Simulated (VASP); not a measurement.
Runs of VASP 6.6.1 on SiO2 (Stishovite). The structure is that of space group P4_2/mnm (No. 136), or close to it. The cells are those of the table. 

```csv
cell,gap on the mesh (eV),pressure (GPa),largest force (eV/Å)
"a = 4.177, b = 4.177, c = 2.665 Å, 6 atoms",5.59,(c),0.09
"a = 4.136, b = 4.136, c = 2.719 Å, 6 atoms",5.47,3.7,(b)
"a = 4.094, b = 4.094, c = 2.775 Å, 6 atoms",(a),2.9,0.37
"a = 4.261, b = 4.261, c = 2.562 Å, 6 atoms",5.75,8.7,(d)
"a = 4.052, b = 4.052, c = 2.833 Å, 6 atoms",5.20,2.5,0.49
```

Alike in all rows: task single point; level PBEsol; potentials or basis VASP PAW PBE potentials, release 64 (Si, O); no spin polarisation; k mesh 6 × 6 × 8; cutoff (eV) 520; smearing fermi-dirac 0.05 eV.

Problem. Fill in the values left out.

Solution. (a) 5.34; (b) 0.23; (c) 5.0; (d) 0.22.

Caveats: the PAW data sets were made with another functional, which shifts forces and pressure a little.

A k mesh can miss the band edges.
